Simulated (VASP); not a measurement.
# Ag in VASP: further runs, part 2 of 2

VASP 6.6.1.

**6. Single point, PBEsol (strain +0.040 along x and y, +0.080 along z)**

Contents of INCAR:

```
PREC     = Accurate       # precision mode
ENCUT    = 520            # plane-wave cutoff, eV
EDIFF    = 1E-6           # SCF threshold, eV
ISMEAR   = 0              # smearing method
SIGMA    = 0.15           # smearing width, eV
LREAL    = F              # projectors in reciprocal space
LASPH    = T              # aspherical terms in the spheres
NELM     = 100            # most SCF steps
ALGO     = Fast           # electronic algorithm
ISIF     = 2              # what is computed and relaxed
LWAVE    = F              # write WAVECAR
LCHARG   = F              # write CHGCAR
GGA      = PS             # functional
NBANDS   = 12             # bands
```

Contents of KPOINTS:

```
regular mesh
0
Gamma
  20 20 20
```

Contents of POSCAR:

```
Ag
1.0
    0.0000000000      2.1248240000      2.2065480000
    2.1248240000      0.0000000000      2.2065480000
    2.1248240000      2.1248240000      0.0000000000
Ag
1
Direct
    0.0000000000      0.0000000000      0.0000000000
```

Potentials or basis: VASP PAW PBE potentials, release 64 (Ag).

Run with:

```console
cat potpaw_PBE.64/Ag/POTCAR > POTCAR
mpirun -np 1 vasp_std > vasp.out
```

OUTCAR:

```text
PREC = Accurate
   ENCUT = 520
   EDIFF = 1E-6
   ISMEAR = 0
   LREAL = F
   LASPH = T
   NELM = 100
   ISIF = 2
   GGA = PS

 ion  position               nearest neighbor table
   1  0.000  0.000  0.000-

  LATTYP: Found a body centered tetragonal cell.
 ALAT       =     3.0049549185
 C/A-ratio  =     1.4686063917

  Lattice vectors:

 A1 = (  -2.1248240000,   0.0000000000,   2.2065480000)
 A2 = (   2.1248240000,   0.0000000000,   2.2065480000)
 A3 = (   0.0000000000,   2.1248240000,  -2.2065480000)

Analysis of symmetry for initial positions (statically):
=====================================================================
 Subroutine PRICEL returns:
 Original cell was already a primitive cell.

 Routine SETGRP: Setting up the symmetry group for a
 body centered tetragonal supercell.

 Subroutine GETGRP returns: Found 16 space group operations
 (whereof 16 operations were pure point group operations)
 out of a pool of 16 trial point group operations.

The static configuration has the point symmetry D_4h.

Analysis of symmetry for dynamics (positions and initial velocities):
=====================================================================
 Subroutine PRICEL returns:
 Original cell was already a primitive cell.

 Routine SETGRP: Setting up the symmetry group for a
 body centered tetragonal supercell.

 Subroutine GETGRP returns: Found 16 space group operations
 (whereof 16 operations were pure point group operations)
 out of a pool of 16 trial point group operations.

The dynamic configuration has the point symmetry D_4h.

 Subroutine INISYM returns: Found 16 space group operations
 (whereof 16 operations are pure point group operations),
 and found     1 'primitive' translations

----------------------------------------------------------------------------------------

                                     Primitive cell

  volume of cell :      19.9246

  direct lattice vectors                    reciprocal lattice vectors
     0.000000000  2.124824000  2.206548000    -0.235313607  0.235313607  0.226598288
     2.124824000  0.000000000  2.206548000     0.235313607 -0.235313607  0.226598288
     2.124824000  2.124824000  0.000000000     0.235313607  0.235313607 -0.226598288

  length of vectors
     3.063287631  3.063287631  3.004954918     0.402606224  0.402606224  0.402606224

  position of ions in fractional coordinates (direct lattice)
     0.000000000  0.000000000  0.000000000

  ion indices of the primitive-cell ions
   primitive index   ion index
                 1           1

----------------------------------------------------------------------------------------

 KPOINTS: regular mesh

Automatic generation of k-mesh.
 Grid dimensions read from file:
 generate k-points for:   20   20   20

 Generating k-lattice:

  Cartesian coordinates                     Fractional coordinates (reciprocal lattice)
    -0.011765680  0.011765680  0.011329914     0.050000000  0.000000000  0.000000000
     0.011765680 -0.011765680  0.011329914     0.000000000  0.050000000  0.000000000
     0.011765680  0.011765680 -0.011329914     0.000000000  0.000000000  0.050000000

  Length of vectors
     0.020130311  0.020130311  0.020130311

  Shift w.r.t. Gamma in fractional coordinates (k-lattice)
     0.000000000  0.000000000  0.000000000

 Subroutine IBZKPT returns following result:
 ===========================================

 Found    641 irreducible k-points:

 Following reciprocal coordinates:
            Coordinates               Weight
  0.000000  0.000000  0.000000      1.000000
  0.050000  0.000000  0.000000      8.000000
  0.100000  0.000000  0.000000      8.000000
  0.150000  0.000000  0.000000      8.000000
  0.200000  0.000000  0.000000      8.000000
  0.250000  0.000000  0.000000      8.000000
[... 16 lines left out ...]
 -0.400000  0.050000  0.000000      8.000000
 -0.350000  0.050000  0.000000      8.000000
 [... further k-points ...]
   k-points           NKPTS =    641   k-points in BZ     NKDIM =    641   number of bands    NBANDS=     12
   number of dos      NEDOS =    301   number of ions     NIONS =      1
   total plane-waves  NPLWV =  13824
   dimension x,y,z NGX =    24 NGY =   24 NGZ =   24
   dimension x,y,z NGXF=    48 NGYF=   48 NGZF=   48
   ions per type =               1
   NGX,Y,Z   is equivalent  to a cutoff of  13.02, 13.02, 13.28 a.u.
   NGXF,Y,Z  is equivalent  to a cutoff of  26.05, 26.05, 26.56 a.u.
 SYSTEM =  unknown system
   PREC   = accura    normal or accurate (medium, high low for compatibility)
   ISTART =      0    job   : 0-new  1-cont  2-samecut
   ICHARG =      2    charge: 1-file 2-atom 10-const
   ISPIN  =      1    spin polarized calculation?
   LNONCOLLINEAR =      F non collinear calculations
   LSORBIT =      F    spin-orbit coupling
   LASPH  =      T    aspherical Exc in radial PAW
   ENCUT  =  520.0 eV  38.22 Ry    6.18 a.u.   5.70  5.70  5.59*2*pi/ulx,y,z
   NELM   =    100;   NELMIN=  2; NELMDL= -5     # of ELM steps
   EDIFF  = 0.1E-05   stopping-criterion for ELM
   LREAL  =      F    real-space projection
   EDIFFG = 0.1E-04   stopping-criterion for IOM
   NSW    =      0    number of steps for IOM
   IBRION =     -1    ionic relax: 0-MD 1-quasi-New 2-CG
   NFREE  =      0    steps in history (QN), initial steepest desc. (CG)
   ISIF   =      2    stress and relaxation
   ISYM   =      2    0-nonsym 1-usesym 2-fastsym
   POTIM  = 0.5000    time-step for ionic-motion
   TEBEG  =    0.0;   TEEND  =   0.0 temperature during run
   PSTRESS=    0.0 pullay stress
   NELECT =      11.0000    total number of electrons
   NUPDOWN=      -1.0000    fix difference up-down
   EMIN   =  10.00;   EMAX   =-10.00  energy-range for DOS
   EFERMI =   0.00;   METHOD = LEGACY
   ISMEAR =     0;   SIGMA  =   0.15  broadening in eV -4-tet -1-fermi 0-gaus
   EFERMI_NEDOS =   21; number of points for ismear=-14 and -15
   IALGO  =     68    algorithm
   IMIX   =      4    mixing-type and parameters
     AMIX     =   0.40;   BMIX     =  1.00
     AMIX_MAG =   1.60;   BMIX_MAG =  1.00
  volume/ion in A,a.u.               =      19.92       134.46
  Fermi-wavevector in a.u.,A,eV,Ry     =   1.343000  2.537902 24.540128  1.803649
  Thomas-Fermi vector in A             =   2.471109
   LORBIT       =      0    0 simple, 1 ext, 2 COOP (PROOUT), +10 PAW based schemes
   GGA     = PS    functional components
   LHFCALC =     F    Hartree Fock is set to
   AEXX    =    0.0000 exact exchange contribution
   IVDW    =     0    specifies the selected vdW correction
   LEPSILON=     F    determine dielectric tensor
   LRPA    =     F    only Hartree local field effects (RPA)
 non-spin polarized calculation
 RMM-DIIS sequential band-by-band and
 Gauss-broadening in eV      SIGMA  =   0.15
  energy-cutoff  :      520.00
  volume of cell :       19.92
 maximum number of plane-waves:       548
   NGX = 11   NGY = 11   NGZ = 11

 number of electron      10.9999998 magnetization

 Free energy of the ion-electron system (eV)
  ---------------------------------------------------
  ext. energy  EPLUGINS =         0.00000000
  ---------------------------------------------------
  free energy    TOTEN  =        -3.15128097 eV

  energy without entropy =       -3.14857834  energy(sigma->0) =       -3.14992966

 E-fermi :   6.2573     XC(G=0): -11.5066

 val. band max:        6.2516487740   @ k =   0.4500   0.0000   0.3000
 cond. band min:       6.2648576599   @ k =  -0.3500   0.1500   0.1000
 fundamental gap:      0.0132088859
 Fermi energy:         6.2572744669

 k-point     1 :       0.0000    0.0000    0.0000
  band No.  band energies     occupation
      1      -0.5001      2.00000
      2       1.8573      2.00000
      3       2.0496      2.00000
      4       2.0496      2.00000
      5       2.6744      2.00000
      6       2.8683      2.00000
      7      21.8375      0.00000
      8      24.3095      0.00000
      9      24.5649      0.00000
     10      24.5649      0.00000
     11      28.9567      0.00000
     12      29.1550      0.00000
[... 331 lines left out ...]
 k-point    24 :      -0.3500    0.0500    0.0000
  band No.  band energies     occupation
      1       0.8571      2.00000
      2       1.9475      2.00000
      3       2.1454      2.00000
      4       3.0889      2.00000
      5       3.1056      2.00000
      6       4.2466      2.00000
      7      12.1258      0.00000
      8      20.6046      0.00000
      9      22.4937      0.00000
     10      23.9280      0.00000
     11      27.2298      0.00000
     12      27.3111      0.00000

 [... further k-points ...]
[... 5 lines left out ...]
  --------------------------------------------------------------------------------------
  -------------------------------------------------------------------------------------
  Total       -1.5413676     -1.5413676     -1.6591907      0.0000000     -0.0000000     -0.0000000
  in kB     -123.9445704   -123.9445704   -133.4189718      0.0000000     -0.0000000     -0.0000000
  external PRESSURE =    -127.1027042 kB  Pullay stress =       0.0000000 kB

 VOLUME and BASIS-vectors are now :
 -----------------------------------------------------------------------------
  energy-cutoff  :      520.00
  volume of cell :       19.92
      direct lattice vectors                 reciprocal lattice vectors
     0.000000000  2.124824000  2.206548000    -0.235313607  0.235313607  0.226598288
     2.124824000  0.000000000  2.206548000     0.235313607 -0.235313607  0.226598288
     2.124824000  2.124824000  0.000000000     0.235313607  0.235313607 -0.226598288

 POSITION                                       TOTAL-FORCE (eV/Angst)
 -----------------------------------------------------------------------------------
      0.00000      0.00000      0.00000        -0.000000      0.000000      0.000000
 -----------------------------------------------------------------------------------
    total drift:                               -0.000000     -0.000000     -0.000000

  FREE ENERGIE OF THE ION-ELECTRON SYSTEM (eV)
  ---------------------------------------------------
  free  energy   TOTEN  =        -3.1512809691 eV

  energy  without entropy=       -3.1485783448  energy(sigma->0) =       -3.14992966
```

Wall time 52 s (1 thread of AMD EPYC 9R45 (Zen 5), shared host); peak memory 0.22 GiB.

Results:

```
Free energy : -3.1513 eV
Pressure    : -12.7 GPa
```

Caveat: the cell differs from its parent crystal (strain +0.040 along x and y, +0.080 along z); the PAW data sets were made with another functional, which shifts forces and pressure a little.

**7. Summary**

| cell | gap on the mesh (eV) | pressure (GPa) |
| --- | --- | --- |
| a = 2.658 Å, angles 60.0°, 1 atom | none | 50.3 |
| a = 2.774 Å, angles 60.0°, 1 atom | none | 15.2 |
| a = 3.005 Å, angles 60.0°, 1 atom | none | -11.3 |
| a = 3.121 Å, angles 60.0°, 1 atom | none | -14.5 |
| a = 3.063, b = 3.063, c = 3.005 Å, angles 60.6, 60.6, 58.7°, 1 atom | none | -12.7 |

Alike in all rows: task single point; level PBEsol; potentials or basis VASP PAW PBE potentials, release 64 (Ag); no spin polarisation; k mesh 20 × 20 × 20; cutoff (eV) 520; smearing gaussian 0.15 eV.

Caveats: the PAW data sets were made with another functional, which shifts forces and pressure a little.

Absolute energies hang on the potentials; compare differences alone.
